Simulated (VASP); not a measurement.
# BeTe (F-43m) in VASP: further runs

Runs on BeTe. Level: PBE exchange alone. Tasks: single point.

Everything below comes from runs of VASP 6.6.1. Logs are shortened: lines on timing, memory, paths and dates and some standing lists are left out, and cuts for length are marked.

**1. The cell of the first run**

Symmetry: F-43m, No. 216, cubic system. The conventional cell has a = 5.540 Å, b = 5.540 Å, c = 5.540 Å, α = 90.00°, β = 90.00°, γ = 90.00°. Within 3.2 Å of Te (site symmetry -43m) lie 4 Be at 2.40 Å. Be (site symmetry -43m) has 4 Te at 2.40 Å within 3.2 Å.

**2. Single point, PBE exchange alone**

INCAR reads:

```
SYSTEM = BeTe
AGGAC    = 0.0          
ALDAC    = 0.0          
ALGO     = Normal         ! electronic algorithm
EDIFF    = 1E-6           ! SCF threshold, eV
ENCUT    = 520            ! plane-wave cutoff, eV
GGA      = PE             ! functional
ISIF     = 2              ! what is computed and relaxed
ISMEAR   = -1             ! smearing method
LASPH    = .True.         ! aspherical terms in the spheres
LCHARG   = .False.        ! write CHGCAR
LREAL    = .False.        ! projectors in reciprocal space
LWAVE    = .False.        ! write WAVECAR
NBANDS   = 11             ! bands
NELM     = 80             ! most SCF steps
PREC     = Accurate       ! precision mode
SIGMA    = 0.05           ! smearing width, eV
```

KPOINTS reads:

```
k-points
0
Gamma
  8 8 8
  0 0 0
```

POSCAR reads:

```
BeTe
1.0
    0.0000000000      2.7700000000      2.7700000000
    2.7700000000      0.0000000000      2.7700000000
    2.7700000000      2.7700000000      0.0000000000
Te Be
1 1
Direct
    0.7500000000      0.7500000000      0.7500000000
    0.0000000000      0.0000000000      0.0000000000
```

Potentials or basis: VASP PAW PBE potentials, release 64 (Te, Be).

Run with:

```sh
> cat potpaw_PBE.64/Te/POTCAR potpaw_PBE.64/Be/POTCAR > POTCAR
> mpirun -np 1 vasp_std > vasp.out
```

OUTCAR:

```text
SYSTEM = BeTe
   EDIFF = 1E-6
   ENCUT = 520
   GGA = PE
   ISIF = 2
   ISMEAR = -1
   LASPH = .True.
   LREAL = .False.
   NELM = 80
   PREC = Accurate

 ion  position               nearest neighbor table
   1  0.750  0.750  0.750-   2 2.40   2 2.40   2 2.40   2 2.40
   2  0.000  0.000  0.000-   1 2.40   1 2.40   1 2.40   1 2.40

  LATTYP: Found a face centered cubic cell.
 ALAT       =     5.5400000000

  Lattice vectors:

 A1 = (   0.0000000000,   2.7700000000,   2.7700000000)
 A2 = (   2.7700000000,   0.0000000000,   2.7700000000)
 A3 = (   2.7700000000,   2.7700000000,   0.0000000000)

Analysis of symmetry for initial positions (statically):
=====================================================================
 Subroutine PRICEL returns:
 Original cell was already a primitive cell.

 Routine SETGRP: Setting up the symmetry group for a
 face centered cubic supercell.

 Subroutine GETGRP returns: Found 24 space group operations
 (whereof 24 operations were pure point group operations)
 out of a pool of 48 trial point group operations.

The static configuration has the point symmetry T_d .

Analysis of symmetry for dynamics (positions and initial velocities):
=====================================================================
 Subroutine PRICEL returns:
 Original cell was already a primitive cell.

 Routine SETGRP: Setting up the symmetry group for a
 face centered cubic supercell.

 Subroutine GETGRP returns: Found 24 space group operations
 (whereof 24 operations were pure point group operations)
 out of a pool of 48 trial point group operations.

The dynamic configuration has the point symmetry T_d .

 Subroutine INISYM returns: Found 24 space group operations
 (whereof 24 operations are pure point group operations),
 and found     1 'primitive' translations

----------------------------------------------------------------------------------------

                                     Primitive cell

  volume of cell :      42.5079

  direct lattice vectors                    reciprocal lattice vectors
     0.000000000  2.770000000  2.770000000    -0.180505415  0.180505415  0.180505415
     2.770000000  0.000000000  2.770000000     0.180505415 -0.180505415  0.180505415
     2.770000000  2.770000000  0.000000000     0.180505415  0.180505415 -0.180505415

  length of vectors
     3.917371568  3.917371568  3.917371568     0.312644550  0.312644550  0.312644550

  position of ions in fractional coordinates (direct lattice)
     0.750000000  0.750000000  0.750000000
     0.000000000  0.000000000  0.000000000

  ion indices of the primitive-cell ions
[... 85 lines left out ...]
   PSTRESS=    0.0 pullay stress
   NELECT =       8.0000    total number of electrons
   NUPDOWN=      -1.0000    fix difference up-down
   EMIN   =  10.00;   EMAX   =-10.00  energy-range for DOS
   EFERMI =   0.00;   METHOD = LEGACY
   ISMEAR =    -1;   SIGMA  =   0.05  broadening in eV -4-tet -1-fermi 0-gaus
   EFERMI_NEDOS =   21; number of points for ismear=-14 and -15
   IALGO  =     38    algorithm
   IMIX   =      4    mixing-type and parameters
     AMIX     =   0.40;   BMIX     =  1.00
     AMIX_MAG =   1.60;   BMIX_MAG =  1.00
  volume/ion in A,a.u.               =      21.25       143.43
  Fermi-wavevector in a.u.,A,eV,Ry     =   0.938170  1.772885 11.975354  0.880164
  Thomas-Fermi vector in A             =   2.065355
   LORBIT       =      0    0 simple, 1 ext, 2 COOP (PROOUT), +10 PAW based schemes
   GGA     = PE    functional components
   LHFCALC =     F    Hartree Fock is set to
   AEXX    =    0.0000 exact exchange contribution
   IVDW    =     0    specifies the selected vdW correction
   LEPSILON=     F    determine dielectric tensor
   LRPA    =     F    only Hartree local field effects (RPA)
 non-spin polarized calculation
  energy-cutoff  :      520.00
  volume of cell :       42.51
 maximum number of plane-waves:      1162
 NGX is ok and might be reduce to    30
   NGX = 15   NGY = 15   NGZ = 15

 number of electron       8.0000000 magnetization

 Free energy of the ion-electron system (eV)
  ---------------------------------------------------
  ext. energy  EPLUGINS =         0.00000000
  ---------------------------------------------------
  free energy    TOTEN  =        -5.14459322 eV

  energy without entropy =       -5.14459322  energy(sigma->0) =       -5.14459322

 E-fermi :   8.0644     XC(G=0):  -7.6384

 val. band max:        7.1039711209   @ k =   0.0000   0.0000   0.0000
 cond. band min:       9.2108383201   @ k =   0.5000   0.5000   0.0000
 fundamental gap:      2.1068671992
 Fermi energy:         8.0643950389

 k-point     1 :       0.0000    0.0000    0.0000
  band No.  band energies     occupation
      1      -5.4669      2.00000
      2       7.1040      2.00000
      3       7.1040      2.00000
      4       7.1040      2.00000
      5      10.7491      0.00000
      6      10.7491      0.00000
      7      10.7491      0.00000
      8      11.5148      0.00000
      9      15.7635      0.00000
     10      17.5752      0.00000
     11      17.5752      0.00000
[... 309 lines left out ...]
 k-point    24 :      -0.3750    0.2500    0.1250
  band No.  band energies     occupation
      1      -3.7591      2.00000
      2       1.7821      2.00000
      3       4.0851      2.00000
      4       5.0878      2.00000
      5      11.4520      0.00000
      6      11.7022      0.00000
      7      14.0008      0.00000
      8      15.1333      0.00000
      9      15.8981      0.00000
     10      18.9512      0.00000
     11      19.4162      0.00000

 [... further k-points ...]

------------------------ aborting loop because EDIFF is reached ----------------------------------------

  FORCE on cell =-STRESS in cart. coord.  units (eV):
  Direction    XX          YY          ZZ          XY          YZ          ZX
  --------------------------------------------------------------------------------------
  -------------------------------------------------------------------------------------
  Total        3.3835829      3.3835829      3.3835829      0.0000000      0.0000000      0.0000000
  in kB      127.5316865    127.5316865    127.5316865      0.0000000      0.0000000      0.0000000
  external PRESSURE =     127.5316865 kB  Pullay stress =       0.0000000 kB

 VOLUME and BASIS-vectors are now :
 -----------------------------------------------------------------------------
  energy-cutoff  :      520.00
  volume of cell :       42.51
      direct lattice vectors                 reciprocal lattice vectors
     0.000000000  2.770000000  2.770000000    -0.180505415  0.180505415  0.180505415
     2.770000000  0.000000000  2.770000000     0.180505415 -0.180505415  0.180505415
     2.770000000  2.770000000  0.000000000     0.180505415  0.180505415 -0.180505415

 POSITION                                       TOTAL-FORCE (eV/Angst)
 -----------------------------------------------------------------------------------
      4.15500      4.15500      4.15500        -0.000000     -0.000000     -0.000000
      0.00000      0.00000      0.00000         0.000000      0.000000      0.000000
 -----------------------------------------------------------------------------------
    total drift:                               -0.000000     -0.000000     -0.000000

  FREE ENERGIE OF THE ION-ELECTRON SYSTEM (eV)
  ---------------------------------------------------
  free  energy   TOTEN  =        -5.1445932173 eV

  energy  without entropy=       -5.1445932173  energy(sigma->0) =       -5.14459322
```

Run time: 7.2 s. Hardware: 1 thread of AMD EPYC 9R45 (Zen 5), shared host; peak memory 0.14 GiB.

Results:

```yaml
Free_energy: -5.1446 eV
Pressure: 12.8 GPa
Band_gap_on_the_k_mesh: 2.11 eV, indirect (least direct gap 3.65 eV)
```

Levels at points of the mesh, in eV from the valence-band top:
```csv
k point,band 2,band 3,band 4,band 5,band 6,band 7
"(0.00, 0.00, 0.00)",0.00,0.00,0.00,3.65,3.65,3.65
"(0.50, 0.00, 0.00)",-5.76,-1.21,-1.21,3.37,4.68,4.68
"(0.50, 0.50, 0.00)",-5.31,-2.79,-2.79,2.11,2.77,10.05
```

Caveat: spin-orbit coupling is left out, which moves the levels of the heavy elements. A k mesh can miss the band edges.

**3. Single point, PBE exchange alone**

This run uses another cell than the first one, of 21.68 Å³/atom, 1.020 times its volume.

INCAR reads:

```
SYSTEM = BeTe
PREC = Accurate
ENCUT = 520
EDIFF = 1E-7
ISMEAR = -1
SIGMA = 0.05
LREAL = .FALSE.
LASPH = .TRUE.
NELM = 60
ALGO = Normal
ISIF = 2
LWAVE = .FALSE.
LCHARG = .TRUE.
GGA = PE
ALDAC = 0.0
AGGAC = 0.0
LELF = .TRUE.
LVHAR = .TRUE.
NBANDS = 11
```

KPOINTS reads:

```
Automatic mesh
0
G
  8 8 8
  0 0 0
```

POSCAR reads:

```
BeTe
1.0
    0.0000000000      2.7883449055      2.7883449055
    2.7883449055      0.0000000000      2.7883449055
    2.7883449055      2.7883449055      0.0000000000
Te Be
1 1
Direct
    0.7500000000      0.7500000000      0.7500000000
    0.0000000000      0.0000000000      0.0000000000
```

Potentials or basis: VASP PAW PBE potentials, release 64 (Te, Be).

Run with:

```sh
> cat potpaw_PBE.64/Te/POTCAR potpaw_PBE.64/Be/POTCAR > POTCAR
> mpirun -np 1 vasp_std > vasp.out
```

OUTCAR:

```text
SYSTEM = BeTe
   PREC = Accurate
   ENCUT = 520
   EDIFF = 1E-7
   ISMEAR = -1
   LREAL = .FALSE.
   LASPH = .TRUE.
   NELM = 60
   ISIF = 2
   GGA = PE

 ion  position               nearest neighbor table
   1  0.750  0.750  0.750-   2 2.41   2 2.41   2 2.41   2 2.41
   2  0.000  0.000  0.000-   1 2.41   1 2.41   1 2.41   1 2.41

  LATTYP: Found a face centered cubic cell.
 ALAT       =     5.5766898110

  Lattice vectors:

 A1 = (   0.0000000000,   2.7883449055,   2.7883449055)
 A2 = (   2.7883449055,   0.0000000000,   2.7883449055)
 A3 = (   2.7883449055,   2.7883449055,   0.0000000000)

Analysis of symmetry for initial positions (statically):
=====================================================================
 Subroutine PRICEL returns:
 Original cell was already a primitive cell.

 Routine SETGRP: Setting up the symmetry group for a
 face centered cubic supercell.

 Subroutine GETGRP returns: Found 24 space group operations
 (whereof 24 operations were pure point group operations)
 out of a pool of 48 trial point group operations.

The static configuration has the point symmetry T_d .
[... 170 lines left out ...]
      1      -5.5666      2.00000
      2       6.8679      2.00000
      3       6.8679      2.00000
      4       6.8679      2.00000
      5      10.5293      0.00000
      6      10.5293      0.00000
      7      10.5293      0.00000
      8      11.1216      0.00000
      9      15.4949      0.00000
     10      17.2961      0.00000
     11      17.2961      0.00000
[... 309 lines left out ...]
 k-point    24 :      -0.3750    0.2500    0.1250
  band No.  band energies     occupation
      1      -3.9194      2.00000
      2       1.6642      2.00000
      3       3.9215      2.00000
      4       4.9112      2.00000
      5      11.2150      0.00000
      6      11.4443      0.00000
      7      13.6996      0.00000
      8      14.8293      0.00000
      9      15.6225      0.00000
     10      18.6497      0.00000
     11      19.1098      0.00000

 [... further k-points ...]

------------------------ aborting loop because EDIFF is reached ----------------------------------------

  FORCE on cell =-STRESS in cart. coord.  units (eV):
  Direction    XX          YY          ZZ          XY          YZ          ZX
  --------------------------------------------------------------------------------------
  -------------------------------------------------------------------------------------
  Total        2.9952311      2.9952311      2.9952311      0.0000000      0.0000000      0.0000000
  in kB      110.6805853    110.6805853    110.6805853      0.0000000      0.0000000      0.0000000
  external PRESSURE =     110.6805853 kB  Pullay stress =       0.0000000 kB

 VOLUME and BASIS-vectors are now :
 -----------------------------------------------------------------------------
  energy-cutoff  :      520.00
  volume of cell :       43.36
      direct lattice vectors                 reciprocal lattice vectors
     0.000000000  2.788344905  2.788344905    -0.179317845  0.179317845  0.179317845
     2.788344905  0.000000000  2.788344905     0.179317845 -0.179317845  0.179317845
     2.788344905  2.788344905  0.000000000     0.179317845  0.179317845 -0.179317845

 POSITION                                       TOTAL-FORCE (eV/Angst)
 -----------------------------------------------------------------------------------
      4.18252      4.18252      4.18252         0.000000      0.000000      0.000000
      0.00000      0.00000      0.00000        -0.000000     -0.000000     -0.000000
 -----------------------------------------------------------------------------------
    total drift:                               -0.000000     -0.000000     -0.000000

  FREE ENERGIE OF THE ION-ELECTRON SYSTEM (eV)
  ---------------------------------------------------
  free  energy   TOTEN  =        -5.2077400536 eV

  energy  without entropy=       -5.2077400535  energy(sigma->0) =       -5.20774005
```

OSZICAR:

```text
N       E                     dE             d eps       ncg     rms          rms(c)
DAV:   1     0.227317718821E+02    0.22732E+02   -0.32278E+03   638   0.575E+02
DAV:   2    -0.423365494368E+01   -0.26965E+02   -0.25722E+02   822   0.984E+01
DAV:   3    -0.535664324270E+01   -0.11230E+01   -0.11212E+01   853   0.210E+01
DAV:   4    -0.536863320838E+01   -0.11990E-01   -0.11988E-01   740   0.237E+00
DAV:   5    -0.536891687354E+01   -0.28367E-03   -0.28366E-03   841   0.361E-01    0.459E+00
DAV:   6    -0.523723269944E+01    0.13168E+00   -0.20324E-01   737   0.191E+00    0.271E+00
DAV:   7    -0.520543117248E+01    0.31802E-01   -0.14970E-01   767   0.183E+00    0.554E-01
DAV:   8    -0.520726542846E+01   -0.18343E-02   -0.93510E-03   761   0.617E-01    0.891E-02
DAV:   9    -0.520764641990E+01   -0.38099E-03   -0.49804E-04   765   0.146E-01    0.395E-02
DAV:  10    -0.520774035866E+01   -0.93939E-04   -0.12764E-04   683   0.810E-02    0.206E-02
DAV:  11    -0.520773986132E+01    0.49734E-06   -0.41189E-06   828   0.114E-02    0.166E-02
DAV:  12    -0.520774003804E+01   -0.17672E-06   -0.12844E-06   686   0.988E-03    0.723E-03
DAV:  13    -0.520774005355E+01   -0.15507E-07   -0.13420E-07   794   0.220E-03
   1 F= -.52077401E+01 E0= -.52077401E+01  d E =-.786423E-10
```

Wall time 9 s (1 thread of AMD EPYC 9R45 (Zen 5), shared host); peak memory 0.14 GiB.

Results:

- Free energy: -5.2077 eV
- Pressure: 11.1 GPa
- Band gap on the k mesh: 2.15 eV, indirect (least direct gap 3.66 eV)

Caveat: spin-orbit coupling is left out, which moves the levels of the heavy elements.
